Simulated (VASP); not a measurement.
# Os: single point with r2SCAN

Os:

```
Os
1.0
     2.73938    0.00000    0.00000
    -1.36969    2.37237    0.00000
     0.00000    0.00000    4.31382
Os
2
Cartesian
  0.0000 1.5816 1.0785
  1.3697 0.7908 3.2354
```

- Program: VASP 6.6.1
- Task: single point
- Functional: r2SCAN
- Potentials or basis: VASP PAW PBE potentials, release 64 (Os_sv_GW)
- Cutoff: 620 eV
- k mesh: 13 × 13 × 7
- Occupations: methfessel-paxton, width 0.1 eV
- Spin: no spin polarisation

The pressure is -1.0 GPa. The band gap on the k mesh is zero (bands 16 and 17 overlap by 3.99 eV).

Stress tensor (GPa, compression positive):
```
-0.96  0.00  0.00
 0.00 -0.96  0.00
 0.00  0.00 -1.09
```

Levels at points of the mesh, in eV from the Fermi level:
```csv
k point,band 13,band 14,band 15,band 16,band 17,band 18,band 19,band 20
"(0.00, 0.00, 0.00)",-2.90,-2.35,-2.35,-1.72,-1.72,-0.05,1.69,1.69
```

Run time: 2.2 min on 1 thread of Intel(R) Xeon(R) Platinum 8488C (Sapphire Rapids) (shared host), peak memory 0.21 GiB.

Caveat: the PAW data sets were made with another functional, which shifts forces and pressure a little; spin-orbit coupling is left out, which moves the levels of the heavy elements.
